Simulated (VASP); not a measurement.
Here is a VASP 6.6.1 calculation.

INCAR

```
PREC = Accurate
ENCUT = 400
EDIFF = 1E-6
ISMEAR = -1
SIGMA = 0.1861
LREAL = Auto
LASPH = T
NELM = 120
ALGO = Normal
ISIF = 2
LWAVE = F
LCHARG = F
GGA = PE
ISYM = -1
NBANDS = 58
GGA_COMPAT = F
```

Contents of KPOINTS:

```
explicit points
1
Reciprocal
  0.25000000   0.25000000   0.25000000 1
```

File POSCAR:

```
Si5P13
1.0
    7.0479230000      0.0446470000      0.1733930000
    0.0446470000      7.0511420000     -0.0312760000
    0.1733930000     -0.0312760000      7.0375900000
Si P
5 13
Direct
    0.8225448665      0.4358997995      0.6389098655
    0.4401149754      0.5794722700      1.0043187680
    0.0476172978      0.3979950258      0.1788403681
    0.4561466006      0.3136948921      0.8330287064
    0.6538895073      0.6859358803      0.4817271917
    0.8481464546      0.8549776198      0.7752845252
    0.7240267560      0.1329595845      0.6556315831
    0.4671673111      0.0566419175      0.4202526704
    0.5174225261      0.9399358999      0.1336764420
    0.2575418000      0.2942382160      0.5195329153
    0.0958447920      0.7951031165      0.5621294831
    0.2545411946      0.8312792849      0.8813396958
    0.7370896744      0.5144402002      0.2119434980
    0.8045763532      0.7882680605      0.1925741574
    1.1303945653      0.5339684509      0.7101962309
    0.6777735171      0.2148905282      0.0481577831
    0.3044790556      0.5236278845      0.3026168687
   -0.0090302392      0.1093422677      1.0853588471
```

Potentials or basis: VASP PAW PBE potentials, release 64 (Si, P).

Command:

```bash
$ cat potpaw_PBE.64/Si/POTCAR potpaw_PBE.64/P/POTCAR > POTCAR
$ mpirun -np 1 vasp_std > vasp.out
```

**Question.** Estimate the largest force.

**Answer.** 3.761 eV/Å.

**Question.** What does it give for the band gap on the k mesh?

**Answer.** Zero (an odd number of electrons rules out a gap without spin polarisation).

**Question.** Predict the pressure.

**Answer.** 0.4 GPa.

Forces in eV/Å, atoms in the order of the input:
```
Si   0.279  0.399  0.196
Si  -0.269  1.925 -0.127
Si  -0.450 -0.311  0.298
Si   0.727 -2.031 -2.157
Si  -0.386  0.575  1.338
P   -0.491  0.213 -1.466
P   -1.162 -0.220 -0.109
P    0.877 -0.416  1.451
P    0.280  0.510 -0.536
P    0.450 -0.529 -0.064
P   -0.021  0.988  0.682
P    0.853 -0.135 -0.267
P   -0.457 -3.732 -0.103
P    0.673  3.669  0.225
P   -1.361 -0.366  0.801
P    0.982 -1.289  0.076
P   -0.034  0.643 -0.050
P   -0.491  0.106 -0.186
```

Caveat: the atoms stand as in a frame of molecular dynamics; an odd number of electrons without spin polarisation forces a metal; a magnetic or distorted state may lie lower.
